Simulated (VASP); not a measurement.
# Hf in VASP: a series of runs, part 2 of 2

VASP 6.6.1. Earlier steps stand in the parts before.

## (3) Electric field gradients, PBEsol (zz strain of +2 %)

INCAR reads:

```
ALGO = Normal ; EDIFF = 1E-8
ENCUT = 520 ; GGA = PS
ISIF = 2 ; ISMEAR = -1
LASPH = True ; LCHARG = False
LEFG = True ; LREAL = False
LWAVE = False ; NBANDS = 11
NELM = 60 ; PREC = Accurate
SIGMA = 0.05
```

KPOINTS reads:

```
k-points
0
Gamma
  14 14 14
```

POSCAR reads:

```
Hf
1.0
   -1.8050000000      1.8050000000      1.8411000000
    1.8050000000     -1.8050000000      1.8411000000
    1.8050000000      1.8050000000     -1.8411000000
Hf
1
Direct
    0.0000000000      0.0000000000      0.0000000000
```

Potentials or basis: VASP PAW PBE potentials, release 64 (Hf_pv).

Launch:

```bash
$ cat potpaw_PBE.64/Hf_pv/POTCAR > POTCAR
$ mpirun -np 1 vasp_std > vasp.out
```

OUTCAR:

```text
EDIFF = 1E-8
   ENCUT = 520
   GGA = PS
   ISIF = 2
   ISMEAR = -1
   LASPH = True
   LREAL = False
   NELM = 60
   PREC = Accurate

 ion  position               nearest neighbor table
   1  0.000  0.000  0.000-

  LATTYP: Found a body centered tetragonal cell.
 ALAT       =     3.6100000000
 C/A-ratio  =     1.0200000000

  Lattice vectors:

 A1 = (  -1.8050000000,   1.8050000000,   1.8411000000)
 A2 = (   1.8050000000,  -1.8050000000,   1.8411000000)
 A3 = (   1.8050000000,   1.8050000000,  -1.8411000000)

Analysis of symmetry for initial positions (statically):
=====================================================================
 Subroutine PRICEL returns:
 Original cell was already a primitive cell.

 Routine SETGRP: Setting up the symmetry group for a
 body centered tetragonal supercell.

 Subroutine GETGRP returns: Found 16 space group operations
 (whereof 16 operations were pure point group operations)
 out of a pool of 16 trial point group operations.

The static configuration has the point symmetry D_4h.

Analysis of symmetry for dynamics (positions and initial velocities):
=====================================================================
 Subroutine PRICEL returns:
 Original cell was already a primitive cell.

 Routine SETGRP: Setting up the symmetry group for a
 body centered tetragonal supercell.

 Subroutine GETGRP returns: Found 16 space group operations
 (whereof 16 operations were pure point group operations)
 out of a pool of 16 trial point group operations.

The dynamic configuration has the point symmetry D_4h.

[... 152 lines left out ...]
 k-point     1 :       0.0000    0.0000    0.0000
  band No.  band energies     occupation
      1     -26.0971      2.00000
      2     -26.0971      2.00000
      3     -26.0968      2.00000
      4      -2.8508      2.00000
      5       5.3467      0.00000
      6       5.3467      0.00000
      7       5.5447      0.00000
      8       7.8647      0.00000
      9       8.1369      0.00000
     10      16.7580      0.00000
     11      16.9375      0.00000
[... 309 lines left out ...]
 k-point    24 :       0.2857    0.1429   -0.0000
  band No.  band energies     occupation
      1     -26.6178      2.00000
      2     -26.2965      2.00000
      3     -26.1349      2.00000
      4       0.6806      2.00000
      5       3.7242      1.98258
      6       4.0436      0.32141
      7       7.5236      0.00000
      8       8.4741      0.00000
      9       9.8385      0.00000
     10      14.1976      0.00000
     11      16.3350      0.00000

 [... further k-points ...]
[... 5 lines left out ...]
  --------------------------------------------------------------------------------------
  -------------------------------------------------------------------------------------
  Total       -1.6658379     -1.6658379     -1.5058581      0.0000000      0.0000000      0.0000000
  in kB     -111.2375814   -111.2375814   -100.5548072      0.0000000      0.0000000      0.0000000
  external PRESSURE =    -107.6766566 kB  Pullay stress =       0.0000000 kB

 VOLUME and BASIS-vectors are now :
 -----------------------------------------------------------------------------
  energy-cutoff  :      520.00
  volume of cell :       23.99
      direct lattice vectors                 reciprocal lattice vectors
    -1.805000000  1.805000000  1.841100000     0.000000000  0.277008310  0.271576775
     1.805000000 -1.805000000  1.841100000     0.277008310  0.000000000  0.271576775
     1.805000000  1.805000000 -1.841100000     0.277008310  0.277008310  0.000000000

 POSITION                                       TOTAL-FORCE (eV/Angst)
 -----------------------------------------------------------------------------------
      0.00000      0.00000      0.00000         0.000000     -0.000000      0.000000
 -----------------------------------------------------------------------------------
    total drift:                               -0.000000      0.000000      0.000000

  FREE ENERGIE OF THE ION-ELECTRON SYSTEM (eV)
  ---------------------------------------------------
  free  energy   TOTEN  =       -10.2413119642 eV

  energy  without entropy=      -10.2232874226  energy(sigma->0) =      -10.23229969

 Electric field gradients (V/A^2)
---------------------------------------------------------------------
 ion       V_xx      V_yy      V_zz      V_xy      V_xz      V_yz
---------------------------------------------------------------------
   1      -0.630    -0.630     1.260    -0.000    -0.000    -0.000
---------------------------------------------------------------------

 Electric field gradients after diagonalization (V/A^2)
 (convention: |V_zz| > |V_xx| > |V_yy|)
----------------------------------------------------------------------
 ion       V_xx      V_yy      V_zz     asymmetry (V_yy - V_xx)/ V_zz
----------------------------------------------------------------------
   1      -0.630    -0.630     1.260       0.000
----------------------------------------------------------------------

           NMR quadrupolar parameters

 Cq : quadrupolar parameter    Cq=e*Q*V_zz/h
 eta: asymmetry parameters     (V_yy - V_xx)/ V_zz
 Q  : nuclear electric quadrupole moment in mb (millibarn)
----------------------------------------------------------------------
 ion       Cq(MHz)       eta       Q (mb)
----------------------------------------------------------------------
   1       0.003       0.000       1.000
----------------------------------------------------------------------
```

stdout:

```text
POSCAR found type information on POSCAR Hf
 POSCAR found :  1 types and       1 ions
 scaLAPACK will be used
 -----------------------------------------------------------------------------
|                                                                             |
|                                                                             |
|     You enforced a specific xc type in the INCAR file but a different       |
|     I HOPE YOU KNOW WHAT YOU ARE DOING!                                     |
|                                                                             |
 -----------------------------------------------------------------------------

 LDA part: xc-table for (Slater+PW92), standard interpolation
 POSCAR, INCAR and KPOINTS ok, starting setup
 FFT: planning ... GRIDC
 FFT: planning ... GRID_SOFT
 FFT: planning ... GRID
 WAVECAR not read
 entering main loop
ion   1
```

Run time: 30 s. Hardware: 1 thread of Intel Xeon Platinum 8488C (Sapphire Rapids), shared host; peak memory 0.18 GiB.

Results:

```yaml
Free_energy: -10.2413 eV
Pressure: -10.8 GPa
Band_gap_on_the_k_mesh: zero (band 5 reaches 5.35 eV, above the bottom of band 6 at 3.27 eV)
```

Electric field gradients, principal values (V/Å²):
```tsv
atom	least	middle	greatest (by size)
1 Hf	-0.630	-0.630	1.260
```

Caveat: the cell differs from its parent crystal (zz strain of +2 %); without QUAD_EFG the Cq values of the log hold for a quadrupole moment of 1 mb, not for the nuclei; the PAW data sets were made with another functional, which shifts forces and pressure a little; spin-orbit coupling is left out, which moves the levels of the heavy elements.

## (4) Electric field gradients, PBEsol (equal xy, yz and zx shear strains of -1 %)

INCAR reads:

```
PREC = Accurate
ENCUT = 520
EDIFF = 1E-8
ISMEAR = -1
SIGMA = 0.05
LREAL = F
LASPH = T
NELM = 100
ALGO = Normal
ISIF = 2
LWAVE = F
LCHARG = F
GGA = PS
LEFG = T
NBANDS = 11
```

KPOINTS reads:

```
Automatic mesh
0
Gamma
  14 14 14
```

POSCAR reads:

```
Hf
1.0
   -1.8230500000      1.8050000000      1.8050000000
    1.8050000000     -1.8230500000      1.8050000000
    1.8050000000      1.8050000000     -1.8230500000
Hf
1
Direct
    0.0000000000      0.0000000000      0.0000000000
```

Potentials or basis: VASP PAW PBE potentials, release 64 (Hf_pv).

Launch:

```bash
$ cat potpaw_PBE.64/Hf_pv/POTCAR > POTCAR
$ mpirun -np 1 vasp_std > vasp.out
```

OUTCAR:

```text
PREC = Accurate
   ENCUT = 520
   EDIFF = 1E-8
   ISMEAR = -1
   LREAL = F
   LASPH = T
   NELM = 100
   ISIF = 2
   GGA = PS

 ion  position               nearest neighbor table
   1  0.000  0.000  0.000-

  LATTYP: Found a trigonal (rhomboedric) cell.
 ALAT       =     3.1368075017
 COS(alpha) =    -0.3377371610

  Lattice vectors:

[... 542 lines left out ...]
 -----------------------------------------------------------------------------------
    total drift:                                0.000000      0.000000      0.000000

  FREE ENERGIE OF THE ION-ELECTRON SYSTEM (eV)
  ---------------------------------------------------
  free  energy   TOTEN  =       -10.2688181865 eV

  energy  without entropy=      -10.2508118689  energy(sigma->0) =      -10.25981503

 Electric field gradients (V/A^2)
---------------------------------------------------------------------
 ion       V_xx      V_yy      V_zz      V_xy      V_xz      V_yz
---------------------------------------------------------------------
   1      -0.000    -0.000     0.000    10.994    10.994    10.994
---------------------------------------------------------------------

 Electric field gradients after diagonalization (V/A^2)
 (convention: |V_zz| > |V_xx| > |V_yy|)
----------------------------------------------------------------------
 ion       V_xx      V_yy      V_zz     asymmetry (V_yy - V_xx)/ V_zz
----------------------------------------------------------------------
   1     -10.994   -10.994    21.989       0.000
----------------------------------------------------------------------

           NMR quadrupolar parameters

 Cq : quadrupolar parameter    Cq=e*Q*V_zz/h
 eta: asymmetry parameters     (V_yy - V_xx)/ V_zz
 Q  : nuclear electric quadrupole moment in mb (millibarn)
----------------------------------------------------------------------
 ion       Cq(MHz)       eta       Q (mb)
----------------------------------------------------------------------
   1       0.053       0.000       1.000
----------------------------------------------------------------------
```

Run time: 72 s. Hardware: 1 thread of Intel Xeon Platinum 8259CL at 2.50GHz (Skylake/Cascade Lake), shared host; peak memory 0.2 GiB.

What came out:

```
Free energy            : -10.2688 eV
Pressure               : -9.3 GPa
Band gap on the k mesh : zero (band 5 reaches 5.47 eV, above the bottom of band 6 at 3.35 eV)
```

Levels at points of the mesh, in eV from the Fermi level:
```csv
k point,band 1,band 2,band 3,band 4,band 5,band 6,band 7,band 8,band 9,band 10
"(0.00, 0.00, 0.00)",-29.98,-29.98,-29.96,-6.87,1.34,1.54,1.54,4.13,4.13,12.94
"(0.50, 0.00, 0.00)",-30.68,-30.21,-29.98,-3.20,-0.40,0.99,3.86,4.81,7.22,9.60
"(0.50, 0.50, 0.00)",-30.66,-30.19,-29.97,-3.25,-0.44,0.86,3.98,4.94,7.13,9.39
"(0.50, 0.50, 0.50)",-30.49,-30.45,-30.45,-2.35,-2.35,6.33,6.33,6.57,6.82,6.82
```

Electric field gradients, principal values (V/Å²):
| atom | least | middle | greatest (by size) |
| --- | --- | --- | --- |
| 1 Hf | -10.994 | -10.994 | 21.989 |

Caveat: the cell differs from its parent crystal (equal xy, yz and zx shear strains of -1 %); without QUAD_EFG the Cq values of the log hold for a quadrupole moment of 1 mb, not for the nuclei; the PAW data sets were made with another functional, which shifts forces and pressure a little; spin-orbit coupling is left out, which moves the levels of the heavy elements.

## (5) The runs side by side

```tsv
task	cell	k mesh for the DOS	occupations for the DOS	gap on the mesh (eV)	pressure (GPa)
density of states	a = 3.126 Å, angles 109.5°, 1 atom	21 × 21 × 21	tetrahedron	-	-
electric field gradients	a = 3.147 Å, angles 110.0, 110.0, 108.4°, 1 atom	-	-	none	-10.8
electric field gradients	a = 3.137 Å, angles 109.7°, 1 atom	-	-	none	-9.3
```

Alike in all rows: level PBEsol; potentials or basis VASP PAW PBE potentials, release 64 (Hf_pv); no spin polarisation; k mesh 14 × 14 × 14; cutoff (eV) 520; smearing fermi-dirac 0.05 eV.

Caveats: the PAW data sets were made with another functional, which shifts forces and pressure a little; spin-orbit coupling is left out, which moves the levels of the heavy elements.

Absolute energies hang on the potentials; compare differences alone.
